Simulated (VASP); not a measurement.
A run of VASP 6.6.1 is set up as follows.

Contents of INCAR:

```
SYSTEM = SiO2
PREC = Accurate ; ENCUT = 520
EDIFF = 1E-7 ; ISMEAR = 0
SIGMA = 0.1 ; LREAL = .False.
LASPH = .True. ; NELM = 100
ALGO = Normal ; ISIF = 2
LWAVE = .False. ; LCHARG = .False.
GGA = PE ; NBANDS = 15
```

KPOINTS

```
regular mesh
0
Gamma
  8 8 8
  0 0 0
```

File POSCAR:

```
SiO2
1.0
   -1.6715620259      3.2394429095      1.6715631783
    1.6715620259     -3.2394429095      1.6715631783
    1.6715620259      3.2394429095     -1.6715631783
Si O
1 2
Direct
    0.0000000000      0.5000000000      0.5000000000
    0.5000000000      0.0000000000      0.5000000000
    0.0000000000      0.0000000000      0.0000000000
```

Potentials or basis: VASP PAW PBE potentials, release 64 (Si, O).

Launch:

```sh
$ cat potpaw_PBE.64/Si/POTCAR potpaw_PBE.64/O/POTCAR > POTCAR
$ mpirun -np 1 vasp_std > vasp.out
```

What does it give for the pressure?

0.2 GPa.

Predict the band gap on the k mesh.

zero (band 8 reaches 4.72 eV, above the bottom of band 9 at 4.28 eV).

Stress tensor (GPa, compression positive):
```
0.35 0.00 0.00
0.00 0.05 0.00
0.00 0.00 0.35
```
